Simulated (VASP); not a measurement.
# BAs (F-43m) in VASP: further runs

The runs below take BAs through single point, with PBEsol-based screened hybrid.

All numbers are computed with VASP 6.6.1; they aren't measurements. Logs are shortened: lines on timing, memory, paths and dates and some standing lists are left out, and cuts for length are marked.

### Step 1. The cell of the first run

The structure is cubic, space group F-43m (No. 216). The conventional cell has a = 4.679 Å, b = 4.679 Å, c = 4.679 Å, α = 90.00°, β = 90.00°, γ = 90.00°. As (site symmetry -43m) has 4 B at 2.03 Å within 2.7 Å. Within 2.7 Å of B (site symmetry -43m) lie 4 As at 2.03 Å.

### Step 2. Single point, PBEsol-based screened hybrid

Input file POSCAR:

```
BAs
1.0
    0.0000000000      2.3397414207      2.3397414207
    2.3397414207      0.0000000000      2.3397414207
    2.3397414207      2.3397414207      0.0000000000
As B
1 1
Direct
    0.7500000000      0.7500000000      0.7500000000
    0.0000000000      0.0000000000      0.0000000000
```

Input file INCAR.step1:

```
PREC     = Accurate       # precision mode
ENCUT    = 520            # plane-wave cutoff, eV
EDIFF    = 1E-5           # SCF threshold, eV
ISMEAR   = -1             # smearing method
SIGMA    = 0.05           # smearing width, eV
LREAL    = False          # projectors in reciprocal space
LASPH    = True           # aspherical terms in the spheres
NELM     = 60             # most SCF steps
ALGO     = Normal         # electronic algorithm
ISIF     = 2              # what is computed and relaxed
LWAVE    = True           # write WAVECAR
NBANDS   = 11             # bands
GGA      = PE             # functional
```

Input file INCAR.step2:

```
PREC     = Accurate       # precision mode
ENCUT    = 520            # plane-wave cutoff, eV
EDIFF    = 1E-7           # SCF threshold, eV
ISMEAR   = -1             # smearing method
SIGMA    = 0.05           # smearing width, eV
LREAL    = False          # projectors in reciprocal space
LASPH    = True           # aspherical terms in the spheres
NELM     = 60             # most SCF steps
ALGO     = Normal         # electronic algorithm
ISIF     = 2              # what is computed and relaxed
LWAVE    = False          # write WAVECAR
LCHARG   = True           # write CHGCAR
GGA      = PS             # functional
LHFCALC  = True           # exact exchange
AEXX     = 0.25           # exact-exchange fraction
HFSCREEN = 0.207          # screening, 1/A
PRECFOCK = Normal       
LELF     = True           # ELF
LVHAR    = True         
NBANDS   = 11             # bands
ISTART   = 1
```

Input file KPOINTS:

```
Automatic mesh
0
Gamma
  5 5 5
```

Potentials or basis: VASP PAW PBE potentials, release 64 (As, B).

Started as:

```
> cat potpaw_PBE.64/As/POTCAR potpaw_PBE.64/B/POTCAR > POTCAR
> cp INCAR.step1 INCAR
> mpirun -np 1 vasp_std > vasp.out
> cp INCAR.step2 INCAR
> mpirun -np 1 vasp_std > vasp.out
```

OUTCAR:

```text
PREC = Accurate
   ENCUT = 520
   EDIFF = 1E-7
   ISMEAR = -1
   LREAL = False
   LASPH = True
   NELM = 60
   ISIF = 2
   GGA = PS
   LHFCALC = True
   AEXX = 0.25
   HFSCREEN = 0.207
   PRECFOCK = Normal
   ISTART = 1

 ion  position               nearest neighbor table
   1  0.750  0.750  0.750-   2 2.03   2 2.03   2 2.03   2 2.03
   2  0.000  0.000  0.000-   1 2.03   1 2.03   1 2.03   1 2.03

  LATTYP: Found a face centered cubic cell.
 ALAT       =     4.6794828414

  Lattice vectors:

 A1 = (   0.0000000000,   2.3397414207,   2.3397414207)
 A2 = (   2.3397414207,   0.0000000000,   2.3397414207)
 A3 = (   2.3397414207,   2.3397414207,   0.0000000000)

Analysis of symmetry for initial positions (statically):
=====================================================================
 Subroutine PRICEL returns:
 Original cell was already a primitive cell.

 Routine SETGRP: Setting up the symmetry group for a
 face centered cubic supercell.

 Subroutine GETGRP returns: Found 24 space group operations
 (whereof 24 operations were pure point group operations)
 out of a pool of 48 trial point group operations.

The static configuration has the point symmetry T_d .

Analysis of symmetry for dynamics (positions and initial velocities):
=====================================================================
 Subroutine PRICEL returns:
 Original cell was already a primitive cell.

 Routine SETGRP: Setting up the symmetry group for a
 face centered cubic supercell.

 Subroutine GETGRP returns: Found 24 space group operations
 (whereof 24 operations were pure point group operations)
 out of a pool of 48 trial point group operations.

The dynamic configuration has the point symmetry T_d .

 Subroutine INISYM returns: Found 24 space group operations
 (whereof 24 operations are pure point group operations),
 and found     1 'primitive' translations

----------------------------------------------------------------------------------------

                                     Primitive cell

  volume of cell :      25.6173

  direct lattice vectors                    reciprocal lattice vectors
     0.000000000  2.339741421  2.339741421    -0.213698828  0.213698828  0.213698828
     2.339741421  0.000000000  2.339741421     0.213698828 -0.213698828  0.213698828
     2.339741421  2.339741421  0.000000000     0.213698828  0.213698828 -0.213698828

  length of vectors
     3.308894050  3.308894050  3.308894050     0.370137228  0.370137228  0.370137228

  position of ions in fractional coordinates (direct lattice)
     0.750000000  0.750000000  0.750000000
     0.000000000  0.000000000  0.000000000

  ion indices of the primitive-cell ions
   primitive index   ion index
                 1           1
                 2           2

----------------------------------------------------------------------------------------

 KPOINTS: Automatic mesh

Automatic generation of k-mesh.
 Grid dimensions read from file:
 generate k-points for:    5    5    5

 Generating k-lattice:

  Cartesian coordinates                     Fractional coordinates (reciprocal lattice)
    -0.042739766  0.042739766  0.042739766     0.200000000  0.000000000  0.000000000
     0.042739766 -0.042739766  0.042739766     0.000000000  0.200000000  0.000000000
     0.042739766  0.042739766 -0.042739766     0.000000000  0.000000000  0.200000000

  Length of vectors
     0.074027446  0.074027446  0.074027446

  Shift w.r.t. Gamma in fractional coordinates (k-lattice)
     0.000000000  0.000000000  0.000000000

 Subroutine IBZKPT returns following result:
 ===========================================

 Found     10 irreducible k-points:

 Following reciprocal coordinates:
            Coordinates               Weight
  0.000000  0.000000  0.000000      1.000000
  0.200000  0.000000  0.000000      8.000000
  0.400000  0.000000  0.000000      8.000000
  0.200000  0.200000  0.000000      6.000000
  0.400000  0.200000  0.000000     24.000000
 -0.400000  0.200000  0.000000     24.000000
 -0.200000  0.200000  0.000000     12.000000
  0.400000  0.400000  0.000000      6.000000
 -0.400000  0.400000  0.000000     12.000000
 -0.400000  0.400000  0.200000     24.000000
   k-points           NKPTS =     10   k-points in BZ     NKDIM =    125   number of bands    NBANDS=     11
   number of dos      NEDOS =    301   number of ions     NIONS =      2
   total plane-waves  NPLWV =  21952
   dimension x,y,z NGX =    28 NGY =   28 NGZ =   28
   dimension x,y,z NGXF=    56 NGYF=   56 NGZF=   56
   ions per type =               1   1
   NGX,Y,Z   is equivalent  to a cutoff of  14.07, 14.07, 14.07 a.u.
   NGXF,Y,Z  is equivalent  to a cutoff of  28.14, 28.14, 28.14 a.u.
 SYSTEM =  unknown system
   PREC   = accura    normal or accurate (medium, high low for compatibility)
   ISTART =      1    job   : 0-new  1-cont  2-samecut
   ICHARG =      0    charge: 1-file 2-atom 10-const
   ISPIN  =      1    spin polarized calculation?
   LNONCOLLINEAR =      F non collinear calculations
   LSORBIT =      F    spin-orbit coupling
   LASPH  =      T    aspherical Exc in radial PAW
   ENCUT  =  520.0 eV  38.22 Ry    6.18 a.u.   6.15  6.15  6.15*2*pi/ulx,y,z
   NELM   =     60;   NELMIN=  2; NELMDL=  0     # of ELM steps
   EDIFF  = 0.1E-06   stopping-criterion for ELM
   LREAL  =      F    real-space projection
   EDIFFG = 0.1E-05   stopping-criterion for IOM
   NSW    =      0    number of steps for IOM
   IBRION =     -1    ionic relax: 0-MD 1-quasi-New 2-CG
   NFREE  =      0    steps in history (QN), initial steepest desc. (CG)
   ISIF   =      2    stress and relaxation
   ISYM   =      3    0-nonsym 1-usesym 2-fastsym
   POTIM  = 0.5000    time-step for ionic-motion
   TEBEG  =    0.0;   TEEND  =   0.0 temperature during run
   PSTRESS=    0.0 pullay stress
   NELECT =       8.0000    total number of electrons
   NUPDOWN=      -1.0000    fix difference up-down
   EMIN   =  10.00;   EMAX   =-10.00  energy-range for DOS
   EFERMI =   0.00;   METHOD = LEGACY
   ISMEAR =    -1;   SIGMA  =   0.05  broadening in eV -4-tet -1-fermi 0-gaus
   EFERMI_NEDOS =   21; number of points for ismear=-14 and -15
   IALGO  =     38    algorithm
   IMIX   =      1    mixing-type and parameters
     AMIX     =   0.40;   BMIX     =  1.00
     AMIX_MAG =   1.60;   BMIX_MAG =  1.00
  volume/ion in A,a.u.               =      12.81        86.44
  Fermi-wavevector in a.u.,A,eV,Ry     =   1.110692  2.098903 16.784646  1.233637
  Thomas-Fermi vector in A             =   2.247246
   LORBIT       =      0    0 simple, 1 ext, 2 COOP (PROOUT), +10 PAW based schemes
   GGA     = PS    functional components
   LHFCALC =     T    Hartree Fock is set to
   PRECFOCK=normal    Normal, Fast or Accurate (Low or Medium for compatibility)
   ENCUT4O =  -1.0   cutoff for four orbital integrals eV
   NKREDX  =     1    reduce k-point grid by
   NKREDY  =     1    reduce k-point grid by
   NKREDZ  =     1    reduce k-point grid by
   AEXX    =    0.2500 exact exchange contribution
   HFSCREEN=    0.2070 screening length (either q_TF or 0.3 A-1)
   HFSCREENC=   0.2070 screening length for correlation (either q_TF or 0.3 A-1)
   ENCUTFOCK=  -1.0 apply spherical cutoff to Coloumb kernel
   IVDW    =     0    specifies the selected vdW correction
   LEPSILON=     F    determine dielectric tensor
   LRPA    =     F    only Hartree local field effects (RPA)
 non-spin polarized calculation
  energy-cutoff  :      520.00
  volume of cell :       25.62
 maximum number of plane-waves:       701
 NGX is ok and might be reduce to    28
  NGX = 20; NGY = 20; NGZ = 20

 number of electron       8.0000000 magnetization

 Free energy of the ion-electron system (eV)
  ---------------------------------------------------
  ext. energy  EPLUGINS =         0.00000000
  ---------------------------------------------------
  free energy    TOTEN  =       -13.71598604 eV

  energy without entropy =      -13.71598604  energy(sigma->0) =      -13.71598604

 E-fermi :   7.2001     XC(G=0):  -9.0417

 val. band max:        6.3535925067   @ k =   0.0000   0.0000   0.0000
 cond. band min:       8.0814869760   @ k =   0.4000   0.4000   0.0000
 fundamental gap:      1.7278944693
 Fermi energy:         7.2000658012

 k-point     1 :       0.0000    0.0000    0.0000
  band No.  band energies     occupation
      1     -11.2396      2.00000
      2       6.3536      2.00000
      3       6.3536      2.00000
      4       6.3536      2.00000
      5      10.5364      0.00000
      6      10.5364      0.00000
      7      10.5364      0.00000
      8      13.0897      0.00000
      9      17.1863      0.00000
     10      20.6917      0.00000
     11      20.6917      0.00000

 k-point     2 :       0.2000    0.0000    0.0000
  band No.  band energies     occupation
      1     -10.4823      2.00000
      2       2.1112      2.00000
      3       5.3528      2.00000
      4       5.3528      2.00000
      5      10.7562      0.00000
      6      11.7969      0.00000
      7      11.7969      0.00000
      8      15.3136      0.00000
      9      18.6872      0.00000
     10      18.6872      0.00000
     11      18.9843      0.00000

 k-point     3 :       0.4000    0.0000    0.0000
  band No.  band energies     occupation
      1      -8.4711      2.00000
      2      -2.8029      2.00000
      3       4.3755      2.00000
      4       4.3755      2.00000
      5      10.3608      0.00000
      6      12.1631      0.00000
      7      12.1631      0.00000
      8      16.4703      0.00000
      9      20.1529      0.00000
     10      21.0547      0.00000
     11      21.0547      0.00000

 k-point     4 :       0.2000    0.2000    0.0000
  band No.  band energies     occupation
      1     -10.2258      2.00000
      2       3.1236      2.00000
      3       3.8843      2.00000
      4       3.8843      2.00000
      5       9.0455      0.00000
      6      12.9076      0.00000
      7      14.0429      0.00000
      8      14.0429      0.00000
      9      17.7427      0.00000
     10      20.6208      0.00000
     11      21.7385      0.00000

 k-point     5 :       0.4000    0.2000    0.0000
  band No.  band energies     occupation
      1      -8.5675      2.00000
      2      -1.0963      2.00000
      3       2.3891      2.00000
      4       3.0084      2.00000
      5       9.7110      0.00000
      6      12.9451      0.00000
      7      14.5292      0.00000
      8      15.0275      0.00000
      9      20.0190      0.00000
     10      22.4621      0.00000
     11      23.0118      0.00000

 k-point     6 :      -0.4000    0.2000    0.0000
  band No.  band energies     occupation
      1      -7.3012      2.00000
      2      -3.1853      2.00000
      3       1.1281      2.00000
      4       3.4417      2.00000
      5      10.2787      0.00000
      6      13.8668      0.00000
      7      14.1205      0.00000
      8      17.1040      0.00000
      9      19.0158      0.00000
     10      20.3617      0.00000
     11      23.0274      0.00000

 k-point     7 :      -0.2000    0.2000    0.0000
  band No.  band energies     occupation
      1      -9.2675      2.00000
      2       0.1720      2.00000
      3       1.6405      2.00000
      4       4.8668      2.00000
      5      11.4416      0.00000
      6      12.6523      0.00000
      7      13.5593      0.00000
      8      14.8446      0.00000
      9      17.2602      0.00000
     10      20.6420      0.00000
     11      22.6121      0.00000

 k-point     8 :       0.4000    0.4000    0.0000
  band No.  band energies     occupation
      1      -7.3932      2.00000
      2      -1.9698      2.00000
      3       1.8581      2.00000
      4       1.8581      2.00000
      5       8.0815      0.00000
      6       9.2280      0.00000
      7      18.7343      0.00000
      8      18.7343      0.00000
      9      20.7813      0.00000
     10      24.8326      0.00000
     11      25.5914      0.00000

 k-point     9 :      -0.4000    0.4000    0.0000
  band No.  band energies     occupation
      1      -6.1502      2.00000
      2      -3.1789      2.00000
      3      -0.2241      2.00000
      4       2.0439      2.00000
      5       8.7879      0.00000
      6      11.6920      0.00000
      7      18.0736      0.00000
      8      18.5385      0.00000
      9      19.4521      0.00000
     10      22.1003      0.00000
     11      25.4696      0.00000

 k-point    10 :      -0.4000    0.4000    0.2000
  band No.  band energies     occupation
      1      -6.8007      2.00000
      2      -2.3635      2.00000
      3      -0.0194      2.00000
      4       1.5011      2.00000
      5      11.7157      0.00000
      6      12.6923      0.00000
      7      13.8387      0.00000
      8      17.8638      0.00000
      9      19.1437      0.00000
     10      22.3789      0.00000
     11      25.2614      0.00000

------------------------ aborting loop because EDIFF is reached ----------------------------------------

  FORCE on cell =-STRESS in cart. coord.  units (eV):
  Direction    XX          YY          ZZ          XY          YZ          ZX
  --------------------------------------------------------------------------------------
  -------------------------------------------------------------------------------------
  Total        1.1885429      1.1885429      1.1885429      0.0000000      0.0000000      0.0000000
  in kB       74.3347461     74.3347461     74.3347461      0.0000000      0.0000000      0.0000000
  external PRESSURE =      74.3347461 kB  Pullay stress =       0.0000000 kB

 VOLUME and BASIS-vectors are now :
 -----------------------------------------------------------------------------
  energy-cutoff  :      520.00
  volume of cell :       25.62
      direct lattice vectors                 reciprocal lattice vectors
     0.000000000  2.339741421  2.339741421    -0.213698828  0.213698828  0.213698828
     2.339741421  0.000000000  2.339741421     0.213698828 -0.213698828  0.213698828
     2.339741421  2.339741421  0.000000000     0.213698828  0.213698828 -0.213698828

 POSITION                                       TOTAL-FORCE (eV/Angst)
 -----------------------------------------------------------------------------------
      3.50961      3.50961      3.50961        -0.000000     -0.000000     -0.000000
      0.00000      0.00000      0.00000         0.000000      0.000000      0.000000
 -----------------------------------------------------------------------------------
    total drift:                                0.000000      0.000000      0.000000

  FREE ENERGIE OF THE ION-ELECTRON SYSTEM (eV)
  ---------------------------------------------------
  free  energy   TOTEN  =       -13.7159860408 eV

  energy  without entropy=      -13.7159860369  energy(sigma->0) =      -13.71598604
```

Run time: 2.6 min. Hardware: 1 thread of AMD EPYC 7R13 (Zen 3), shared host; peak memory 0.23 GiB.

Results:

```
Free energy            : -13.7160 eV
Pressure               : 7.4 GPa
Band gap on the k mesh : 1.73 eV, indirect (least direct gap 4.18 eV)
```

Levels at points of the mesh, in eV from the valence-band top:
```csv
k point,band 1,band 2,band 3,band 4,band 5,band 6,band 7,band 8,band 9
"(0.00, 0.00, 0.00)",-17.59,0.00,0.00,0.00,4.18,4.18,4.18,6.74,10.83
```

Caveat: the k points lie up to 0.47 Å⁻¹ apart; the PAW data sets were made with another functional, which shifts forces and pressure a little.

(Part 1 of 2 ends here.)
